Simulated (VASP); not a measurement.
Write the native input for VASP 6.6.1 that does the following.

| Property | Result |
| --- | --- |
| Task | single point |
| Functional | PBE |
| Potentials or basis | VASP PAW PBE potentials, release 64 (Al, Fe) |
| Cutoff | 520 eV |
| k mesh | 11 × 11 × 11 |
| Occupations | fermi-dirac, width 0.1 eV |
| Spin | no spin polarisation |
| Dipole correction | no |
| Further INCAR settings | ALGO = Normal; EDIFF = 1e-07; NBANDS = 12 |

The structure of AlFe lies in POSCAR:

```
AlFe
1.0
    2.9100000000      0.0000000000      0.0000000000
    0.0000000000      2.9100000000      0.0000000000
    0.0000000000      0.0000000000      2.9100000000
Al Fe
1 1
Direct
    0.0000000000      0.0000000000      0.0000000000
    0.5000000000      0.5000000000      0.5000000000
```

The input as run:

INCAR

```
SYSTEM = AlFe
  PREC = Accurate
  ENCUT = 520
  EDIFF = 1E-7
  ISMEAR = -1
  SIGMA = 0.1
  LREAL = .False.
  LASPH = .True.
  NELM = 80
  ALGO = Normal
  ISIF = 2
  LWAVE = .False.
  LCHARG = .False.
  GGA = PE
  NBANDS = 12
```

KPOINTS

```
regular mesh
0
Gamma
  11 11 11
  0 0 0
```

Potentials or basis: VASP PAW PBE potentials, release 64 (Al, Fe).

Command:

```console
$ cat potpaw_PBE.64/Al/POTCAR potpaw_PBE.64/Fe/POTCAR > POTCAR
$ mpirun -np 1 vasp_std > vasp.out
```

It gave:

* Pressure: -6.6 GPa

Run time: 5.5 s on 1 thread of Intel(R) Xeon(R) 6975P-C (Granite Rapids), on a shared host, peak memory 0.14 GiB.
